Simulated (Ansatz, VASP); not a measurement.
**One calculation of LiCl, two programs**

```
Li Cl
1.0
     0.00000    2.56477    2.56477
     2.56477    0.00000    2.56477
     2.56477    2.56477    0.00000
Li Cl
1 1
Direct
  0.00000 0.00000 0.00000
  0.50000 0.50000 0.50000
```

Alike in both runs: task relaxation of cell and atoms; functional PBEsol; k mesh 8 × 8 × 8; no spin polarisation.

```csv
,VASP,Ansatz
version,VASP 6.6.1,Ansatz 0.2.0
potentials or method,"VASP PAW PBE potentials, release 64 (Li_sv, Cl)","PAW with Ansatz's default frozen-core files, scalar-relativistic"
plane-wave cutoff (eV),600,420
occupations,"gaussian, width 0.01 eV",fixed
valence electrons in the cell,10,10
```

|  | VASP | Ansatz | Ansatz less VASP |
| --- | --- | --- | --- |
| relaxed volume (Å³/atom) | 16.20 | 16.22 | +0.020 |
| relaxed length of the cell vector where the two differ most in proportion (Å) | 3.578 | 3.580 | +0.0015 |

VASP's potentials were made for PBE, not for PBEsol.

Noted on VASP's run: the cutoff is under 1.25 times that of the potentials, so the pressure is a little rough.
